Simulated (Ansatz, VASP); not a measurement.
BiTe3O: VASP beside Ansatz

The input INCAR:

```
SYSTEM = BiTe3O
PREC     = Accurate       ! precision mode
ENCUT    = 520            ! plane-wave cutoff, eV
EDIFF    = 1E-7           ! SCF threshold, eV
ISMEAR   = 0              ! smearing method
SIGMA    = 0.1            ! smearing width, eV
LREAL    = .False.        ! projectors in reciprocal space
LASPH    = .True.         ! aspherical terms in the spheres
NELM     = 100            ! most SCF steps
ALGO     = Normal         ! electronic algorithm
ISIF     = 2              ! what is computed and relaxed
LWAVE    = .False.        ! write WAVECAR
LCHARG   = .False.        ! write CHGCAR
GGA      = PE             ! functional
NBANDS   = 28             ! bands
```

File KPOINTS:

```
regular mesh
0
Gamma
  4 4 4
  0 0 0
```

Contents of POSCAR:

```
BiTe3O
1.0
    4.9137168500      0.0000000000      0.0000000000
    0.0000000000      4.9137168500      0.0000000000
    0.0000000000      0.0000000000      6.8152374600
Bi Te O
1 3 1
Direct
    0.5000000000      0.5000000000      0.5178132800
    0.0000000000      0.0000000000      0.3670943600
    0.5000000000      0.0000000000      0.7345255800
    0.0000000000      0.5000000000      0.7345255800
    0.0000000000      0.0000000000      0.9260337800
```

Input for Ansatz:

```yaml
crystal:
  lattice:
    - [4.91371685, 0.0, 0.0]
    - [0.0, 4.91371685, 0.0]
    - [0.0, 0.0, 6.81523746]
  atoms:
    - { symbol: Bi, position: [0.5, 0.5, 0.51781328] }
    - { symbol: Te, position: [0.0, 0.0, 0.36709436] }
    - { symbol: Te, position: [0.5, 0.0, 0.73452558] }
    - { symbol: Te, position: [0.0, 0.5, 0.73452558] }
    - { symbol: O, position: [0.0, 0.0, 0.92603378] }
basis:
  ecutwfc: 420
kpoints:
  mp_grid: { grid: [4, 4, 4] }
hamiltonian:
  xc: pbe
scf:
  occupations: { method: gaussian, width: 0.1 }
  lower_state_search: "off"
output:
  forces: true
  stress: true
  eigenvalues: true
```

Alike in both runs: task single point; functional PBE; k mesh 4 × 4 × 4; occupations gaussian, width 0.1 eV; no spin polarisation.

|  | VASP | Ansatz |
| --- | --- | --- |
| version | VASP 6.6.1 | Ansatz 0.2.0 |
| potentials or method | VASP PAW PBE potentials, release 64 (Bi_d, Te, O), cutoff 520 eV | scalar-relativistic, plane waves, PAW |
| valence electrons in the cell | 39 | 69 |

Ansatz gave:

```
gap on the k mesh at the Fermi level (eV)                     : none
pressure (GPa)                                                : 2.1
traceless stress, the component that is largest in VASP (GPa) : -3.06
rms of the force components (eV/Å)                            : 1.053
```

Problem. Estimate VASP's values.

Solution. gap on the k mesh at the Fermi level (eV): none; pressure (GPa): 2.0; traceless stress, the component that is largest in VASP (GPa): -3.06; rms of the force components (eV/Å): 1.054.

Atom by atom the forces differ by 0.002 eV/Å (rms over components). A gap of «none» marks a metal or a gap that the smearing closes. The functional is the same, so the differences come from potentials, cutoffs and numerics. VASP's potentials hold 39 valence electrons a cell and Ansatz's 69, so a difference there can come from the potentials and not from the codes.

Neither program's run includes spin-orbit coupling.
